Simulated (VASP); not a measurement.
Runs of VASP 6.6.1 on BN. The structure is that of space group P6_3mc (No. 186), or close to it. The cells are those of the table. 

```tsv
level	cell	k mesh	gap on the mesh (eV)	pressure (GPa)	largest force (eV/Å)
r2SCAN	a = 2.518, b = 2.518, c = 4.165 Å, angles 90.0, 90.0, 120.0°, 4 atoms	9 × 9 × 6	5.67	13.9	0.03
PBE	a = 2.529, b = 2.529, c = 4.182 Å, angles 90.0, 90.0, 120.0°, 4 atoms	9 × 9 × 6	5.16	(a)	0.03
PBE	a = 2.555, b = 2.555, c = 4.225 Å, angles 90.0, 90.0, 120.0°, 4 atoms	9 × 9 × 6	(b)	0.2	-
PBE	a = 2.605, b = 2.605, c = 4.307 Å, angles 90.0, 90.0, 120.0°, 4 atoms	9 × 9 × 6	5.29	-19.4	0.04
PBE	a = 2.502, b = 2.502, c = 4.138 Å, angles 90.0, 90.0, 120.0°, 4 atoms	9 × 9 × 6	5.11	26.2	0.05
PBE	a = 2.544, b = 2.544, c = 4.208 Å, angles 90.0, 90.0, 120.0°, 4 atoms	12 × 12 × 6	5.19	4.9	0.01
r2SCAN	a = 2.544, b = 2.544, c = 4.208 Å, angles 90.0, 90.0, 120.0°, 4 atoms	12 × 12 × 6	5.72	1.1	-
r2SCAN	a = 2.569, b = 2.569, c = 4.249 Å, angles 90.0, 90.0, 120.0°, 4 atoms	9 × 9 × 6	5.76	-10.0	0.02
```

Alike in all rows: task single point; potentials or basis VASP PAW PBE potentials, release 64 (B, N); no spin polarisation; cutoff (eV) 520; smearing gaussian 0.01 eV.

Problem. Fill in the values left out.

Solution. (a) 12.3; (b) 5.21.

Caveats: an odd mesh through Γ misses points on the zone boundary, where band edges can lie (at least some runs); the cell stands under pressure (at least some runs); the PAW data sets were made with another functional, which shifts forces and pressure a little (at least some runs); the cell stands under tension (at least some runs).
